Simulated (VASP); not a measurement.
# Ca3GeN (Pm-3m) in VASP: single point with LDA

Aim: the single point of Ca3GeN with LDA.

All numbers are computed with VASP 6.6.1; they aren't measurements. Logs are shortened: lines on timing, memory, paths and dates and some standing lists are left out, and cuts for length are marked.

### Step 1. The cell of the first run

Symmetry: Pm-3m, No. 221, cubic system. Conventional cell: a = 4.757 Å, b = 4.757 Å, c = 4.757 Å, α = 90.00°, β = 90.00°, γ = 90.00°. Within 3.1 Å of Ca (site symmetry 4/mmm) lie 2 N at 2.38 Å. Within 4.4 Å of Ge (site symmetry m-3m) lie 12 Ca at 3.36 Å and 8 N at 4.12 Å. Within 3.1 Å of N (site symmetry m-3m) lie 6 Ca at 2.38 Å.

### Step 2. Single point, LDA

Input file INCAR:

```
SYSTEM = Ca3GeN
PREC = Accurate
ENCUT = 520
EDIFF = 1E-7
ISMEAR = 0
SIGMA = 0.05
LREAL = .False.
LASPH = .True.
NELM = 80
ALGO = Normal
ISIF = 2
LWAVE = .False.
LCHARG = .False.
NBANDS = 32
```

Input file KPOINTS:

```
regular mesh
0
Gamma
  5 5 5
  0 0 0
```

Input file POSCAR:

```
Ca3GeN
1.0
    4.7573000000      0.0000000000      0.0000000000
    0.0000000000      4.7573000000      0.0000000000
    0.0000000000      0.0000000000      4.7573000000
Ca Ge N
3 1 1
Direct
    0.0000000000      0.5000000000      0.5000000000
    0.5000000000      0.0000000000      0.5000000000
    0.5000000000      0.5000000000      0.0000000000
    0.0000000000      0.0000000000      0.0000000000
    0.5000000000      0.5000000000      0.5000000000
```

Potentials or basis: VASP PAW LDA potentials, release 64 (Ca_sv, Ge_d, N).

Run with:

```
$ cat potpaw_LDA.64/Ca_sv/POTCAR potpaw_LDA.64/Ge_d/POTCAR potpaw_LDA.64/N/POTCAR > POTCAR
$ mpirun -np 1 vasp_std > vasp.out
```

OUTCAR:

```text
SYSTEM = Ca3GeN
   PREC = Accurate
   ENCUT = 520
   EDIFF = 1E-7
   ISMEAR = 0
   LREAL = .False.
   LASPH = .True.
   NELM = 80
   ISIF = 2

 ion  position               nearest neighbor table
   1  0.000  0.500  0.500-   5 2.38   5 2.38
   2  0.500  0.000  0.500-   5 2.38   5 2.38
   3  0.500  0.500  0.000-   5 2.38   5 2.38
   4  0.000  0.000  0.000-
   5  0.500  0.500  0.500-   1 2.38   2 2.38   3 2.38   3 2.38   2 2.38   1 2.38

  LATTYP: Found a simple cubic cell.
 ALAT       =     4.7573000000

  Lattice vectors:

 A1 = (   4.7573000000,   0.0000000000,   0.0000000000)
 A2 = (   0.0000000000,   4.7573000000,   0.0000000000)
 A3 = (   0.0000000000,   0.0000000000,   4.7573000000)

Analysis of symmetry for initial positions (statically):
=====================================================================
 Subroutine PRICEL returns:
 Original cell was already a primitive cell.

 Routine SETGRP: Setting up the symmetry group for a
 simple cubic supercell.

 Subroutine GETGRP returns: Found 48 space group operations
 (whereof 48 operations were pure point group operations)
 out of a pool of 48 trial point group operations.

The static configuration has the point symmetry O_h .

Analysis of symmetry for dynamics (positions and initial velocities):
=====================================================================
 Subroutine PRICEL returns:
 Original cell was already a primitive cell.

 Routine SETGRP: Setting up the symmetry group for a
 simple cubic supercell.

 Subroutine GETGRP returns: Found 48 space group operations
 (whereof 48 operations were pure point group operations)
 out of a pool of 48 trial point group operations.

The dynamic configuration has the point symmetry O_h .

 Subroutine INISYM returns: Found 48 space group operations
 (whereof 48 operations are pure point group operations),
 and found     1 'primitive' translations

----------------------------------------------------------------------------------------

                                     Primitive cell

  volume of cell :     107.6668

  direct lattice vectors                    reciprocal lattice vectors
     4.757300000  0.000000000  0.000000000     0.210203267  0.000000000  0.000000000
     0.000000000  4.757300000  0.000000000     0.000000000  0.210203267  0.000000000
     0.000000000  0.000000000  4.757300000     0.000000000  0.000000000  0.210203267

  length of vectors
[... 74 lines left out ...]
   LREAL  =      F    real-space projection
   EDIFFG = 0.1E-05   stopping-criterion for IOM
   NSW    =      0    number of steps for IOM
   IBRION =     -1    ionic relax: 0-MD 1-quasi-New 2-CG
   NFREE  =      0    steps in history (QN), initial steepest desc. (CG)
   ISIF   =      2    stress and relaxation
   ISYM   =      2    0-nonsym 1-usesym 2-fastsym
   POTIM  = 0.5000    time-step for ionic-motion
   TEBEG  =    0.0;   TEEND  =   0.0 temperature during run
   PSTRESS=    0.0 pullay stress
   NELECT =      49.0000    total number of electrons
   NUPDOWN=      -1.0000    fix difference up-down
   EMIN   =  10.00;   EMAX   =-10.00  energy-range for DOS
   EFERMI =   0.00;   METHOD = LEGACY
   ISMEAR =     0;   SIGMA  =   0.05  broadening in eV -4-tet -1-fermi 0-gaus
   EFERMI_NEDOS =   21; number of points for ismear=-14 and -15
   IALGO  =     38    algorithm
   IMIX   =      4    mixing-type and parameters
     AMIX     =   0.40;   BMIX     =  1.00
     AMIX_MAG =   1.60;   BMIX_MAG =  1.00
  volume/ion in A,a.u.               =      21.53       145.31
  Fermi-wavevector in a.u.,A,eV,Ry     =   1.259253  2.379643 21.575004  1.585718
  Thomas-Fermi vector in A             =   2.392822
   LORBIT       =      0    0 simple, 1 ext, 2 COOP (PROOUT), +10 PAW based schemes
   GGA     = CA    functional components
   LHFCALC =     F    Hartree Fock is set to
   AEXX    =    0.0000 exact exchange contribution
   IVDW    =     0    specifies the selected vdW correction
   LEPSILON=     F    determine dielectric tensor
   LRPA    =     F    only Hartree local field effects (RPA)
 non-spin polarized calculation
 Gauss-broadening in eV      SIGMA  =   0.05
  energy-cutoff  :      520.00
  volume of cell :      107.67
 maximum number of plane-waves:      2945
 NGX is ok and might be reduce to    36
   NGX = 17   NGY = 17   NGZ = 17

 number of electron      48.9999996 magnetization

 Free energy of the ion-electron system (eV)
  ---------------------------------------------------
  ext. energy  EPLUGINS =         0.00000000
  ---------------------------------------------------
  free energy    TOTEN  =       -25.24725643 eV

  energy without entropy =      -25.23956923  energy(sigma->0) =      -25.24341283

 E-fermi :   2.9814     XC(G=0):  -9.9994

 val. band max:        2.8800316106   @ k =   0.4000   0.4000   0.0000
 cond. band min:       2.9936833970   @ k =   0.4000   0.2000   0.0000
 fundamental gap:      0.1136517863
 Fermi energy:         2.9814059075

 k-point     1 :       0.0000    0.0000    0.0000
  band No.  band energies     occupation
      1     -36.2338      2.00000
      2     -36.1244      2.00000
      3     -36.1244      2.00000
      4     -20.3001      2.00000
      5     -20.3001      2.00000
      6     -20.3001      2.00000
[... 339 lines left out ...]
     31       7.2317      0.00000
     32       7.3401      0.00000

------------------------ aborting loop because EDIFF is reached ----------------------------------------

  FORCE on cell =-STRESS in cart. coord.  units (eV):
  Direction    XX          YY          ZZ          XY          YZ          ZX
  --------------------------------------------------------------------------------------
  -------------------------------------------------------------------------------------
  Total       -1.4350137     -1.4350137     -1.4350137     -0.0000000     -0.0000000     -0.0000000
  in kB      -21.3542841    -21.3542841    -21.3542841     -0.0000000     -0.0000000     -0.0000000
  external PRESSURE =     -21.3542841 kB  Pullay stress =       0.0000000 kB

 VOLUME and BASIS-vectors are now :
 -----------------------------------------------------------------------------
  energy-cutoff  :      520.00
  volume of cell :      107.67
      direct lattice vectors                 reciprocal lattice vectors
     4.757300000  0.000000000  0.000000000     0.210203267  0.000000000  0.000000000
     0.000000000  4.757300000  0.000000000     0.000000000  0.210203267  0.000000000
     0.000000000  0.000000000  4.757300000     0.000000000  0.000000000  0.210203267

 POSITION                                       TOTAL-FORCE (eV/Angst)
 -----------------------------------------------------------------------------------
      0.00000      2.37865      2.37865         0.000000      0.000000      0.000000
      2.37865      0.00000      2.37865         0.000000      0.000000      0.000000
      2.37865      2.37865      0.00000         0.000000      0.000000      0.000000
      0.00000      0.00000      0.00000         0.000000      0.000000      0.000000
      2.37865      2.37865      2.37865         0.000000      0.000000      0.000000
 -----------------------------------------------------------------------------------
    total drift:                                0.000000      0.000000      0.000000

  FREE ENERGIE OF THE ION-ELECTRON SYSTEM (eV)
  ---------------------------------------------------
  free  energy   TOTEN  =       -25.2472564296 eV

  energy  without entropy=      -25.2395692339  energy(sigma->0) =      -25.24341283
```

OSZICAR:

```text
N       E                     dE             d eps       ncg     rms          rms(c)
DAV:   1     0.530549878475E+03    0.53055E+03   -0.23952E+04   712   0.230E+03
DAV:   2     0.406219739524E+02   -0.48993E+03   -0.47203E+03   656   0.664E+02
DAV:   3    -0.252434279210E+02   -0.65865E+02   -0.64388E+02   952   0.165E+02
DAV:   4    -0.298467990505E+02   -0.46034E+01   -0.45794E+01   912   0.472E+01
DAV:   5    -0.300868954223E+02   -0.24010E+00   -0.23998E+00  1120   0.852E+00    0.119E+01
DAV:   6    -0.257072651053E+02    0.43796E+01   -0.29298E+01   752   0.173E+01    0.624E+00
DAV:   7    -0.254044805856E+02    0.30278E+00   -0.30535E+00   760   0.653E+00    0.285E+00
DAV:   8    -0.252668450036E+02    0.13764E+00   -0.66046E-01   784   0.447E+00    0.850E-01
DAV:   9    -0.252509452062E+02    0.15900E-01   -0.11358E-01   856   0.154E+00    0.474E-01
DAV:  10    -0.252484937738E+02    0.24514E-02   -0.47833E-02   872   0.101E+00    0.142E-01
DAV:  11    -0.252472190512E+02    0.12747E-02   -0.97349E-03   800   0.614E-01    0.104E-01
DAV:  12    -0.252473181620E+02   -0.99111E-04   -0.94924E-04  1008   0.175E-01    0.406E-02
DAV:  13    -0.252472600539E+02    0.58108E-04   -0.39004E-04   864   0.112E-01    0.128E-02
DAV:  14    -0.252472579003E+02    0.21536E-05   -0.43853E-05   800   0.320E-02    0.793E-03
DAV:  15    -0.252472564505E+02    0.14498E-05   -0.65448E-06   808   0.100E-02    0.258E-03
DAV:  16    -0.252472564296E+02    0.20927E-07   -0.67233E-07   736   0.566E-03
   1 F= -.25247256E+02 E0= -.25243413E+02  d E =-.768720E-02
```

stdout:

```text
POSCAR found type information on POSCAR CaGeN
 POSCAR found :  3 types and       5 ions
 scaLAPACK will be used
 LDA part: xc-table for (Slater(with rela. corr.)+CA(PZ))
 , standard interpolation
 POSCAR, INCAR and KPOINTS ok, starting setup
 FFT: planning ... GRIDC
 FFT: planning ... GRID_SOFT
 FFT: planning ... GRID
 WAVECAR not read
 entering main loop
```

Run time: 25 s. Hardware: 1 thread of Intel Xeon Platinum 8488C (Sapphire Rapids), shared host; peak memory 0.19 GiB.

What came out:

| Quantity | Value |
| --- | --- |
| Free energy | -25.2473 eV |
| Pressure | -2.1 GPa |
